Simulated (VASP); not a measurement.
Input of a VASP 6.6.1 run:

File INCAR:

```
SYSTEM = TiAl
PREC = Accurate
ENCUT = 520
EDIFF = 1E-7
ISMEAR = 0
SIGMA = 0.15
LREAL = .FALSE.
LASPH = .TRUE.
NELM = 100
ALGO = Normal
ISIF = 2
LWAVE = .FALSE.
LCHARG = .FALSE.
GGA = PE
NBANDS = 14
```

The input KPOINTS:

```
regular mesh
0
G
  18 18 10
  0 0 0
```

Contents of POSCAR:

```
TiAl
1.0
    2.9890000000      0.0000000000      0.0000000000
   -1.4945000000      2.5885499319      0.0000000000
    0.0000000000      0.0000000000      5.0668000000
Ti Al
1 1
Direct
    0.0000000000      0.0000000000      0.0000000000
    0.3333333333      0.6666666667      0.5000000000
```

Potentials or basis: VASP PAW PBE potentials, release 64 (Ti_sv, Al).

Launch:

```bash
$ cat potpaw_PBE.64/Ti_sv/POTCAR potpaw_PBE.64/Al/POTCAR > POTCAR
$ mpirun -np 1 vasp_std > vasp.out
```

**Question.** Estimate the pressure.

**Answer.** -12.4 GPa.

Stress tensor (GPa, compression positive):
```
-10.32   0.00   0.00
  0.00 -10.32   0.00
  0.00   0.00 -16.69
```
